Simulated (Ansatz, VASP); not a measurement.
# Two plane-wave programs on SnO2

INCAR

```
SYSTEM = SnO2
PREC     = Accurate       ! precision mode
ENCUT    = 600            ! plane-wave cutoff, eV
EDIFF    = 1E-6           ! SCF threshold, eV
ISMEAR   = 0              ! smearing method
SIGMA    = 0.01           ! smearing width, eV
LREAL    = .FALSE.        ! projectors in reciprocal space
LASPH    = .TRUE.         ! aspherical terms in the spheres
NELM     = 120            ! most SCF steps
ALGO     = Normal         ! electronic algorithm
ISIF     = 2              ! what is computed and relaxed
LWAVE    = .FALSE.        ! write WAVECAR
LCHARG   = .TRUE.         ! write CHGCAR
GGA      = PE             ! functional
LELF     = .TRUE.         ! ELF
LVHAR    = .TRUE.       
NBANDS   = 35             ! bands
GGA_COMPAT= .FALSE.
```

The input KPOINTS:

```
Automatic mesh
0
G
  6 6 6
  0 0 0
```

File POSCAR:

```
SnO2
1.0
   -1.9996340854      1.9996340854      5.1012674953
    1.9996340854     -1.9996340854      5.1012674953
    1.9996340854      1.9996340854     -5.1012674953
Sn O
2 4
Direct
    0.7500000000      0.2500000000      0.5000000000
    0.0000000000      0.0000000000      0.0000000000
    0.5463402343      0.0463402343      0.5000000000
    0.7963402343      0.7963402343      0.0000000000
    0.2036597657      0.2036597657      0.0000000000
    0.9536597657      0.4536597657      0.5000000000
```

Input for Ansatz:

```yaml
crystal:
  lattice:
    - [-1.9996340854, 1.9996340854, 5.1012674953]
    - [1.9996340854, -1.9996340854, 5.1012674953]
    - [1.9996340854, 1.9996340854, -5.1012674953]
  atoms:
    - { symbol: Sn, position: [0.75, 0.25, 0.5] }
    - { symbol: Sn, position: [0.0, 0.0, 0.0] }
    - { symbol: O, position: [0.5463402343, 0.0463402343, 0.5] }
    - { symbol: O, position: [0.7963402343, 0.7963402343, 0.0] }
    - { symbol: O, position: [0.2036597657, 0.2036597657, 0.0] }
    - { symbol: O, position: [0.9536597657, 0.4536597657, 0.5] }
kpoints:
  mp_grid: { grid: [6, 6, 6] }
hamiltonian:
  xc: pbe
scf:
  occupations: { method: fixed }
  n_extra_bands: 5
  mixing: { ndim: 1 }
  max_iter: 58
output:
  forces: true
  stress: true
  eigenvalues: true
```

Alike in both runs: task single point; functional PBE; k mesh 6 × 6 × 6; no spin polarisation.

```csv
,VASP,Ansatz
version,VASP 6.6.1,Ansatz 0.2.0
potentials or method,"VASP PAW PBE potentials, release 64 (Sn_d, O)",plane waves
plane-wave cutoff (eV),600,420
occupations,"gaussian, width 0.01 eV",fixed
valence electrons in the cell,52,52
```

```tsv
	VASP	Ansatz	Ansatz less VASP
gap on the k mesh at the Fermi level (eV)	1.71	1.72	+0.010
pressure (GPa)	7.2	6.8	-0.44
traceless stress, the component that is largest in VASP (GPa)	0.37	0.22	-0.152
rms of the force components (eV/Å)	0.056	0.044	-0.0122
```

Atom by atom the forces differ by 0.012 eV/Å (rms over components).
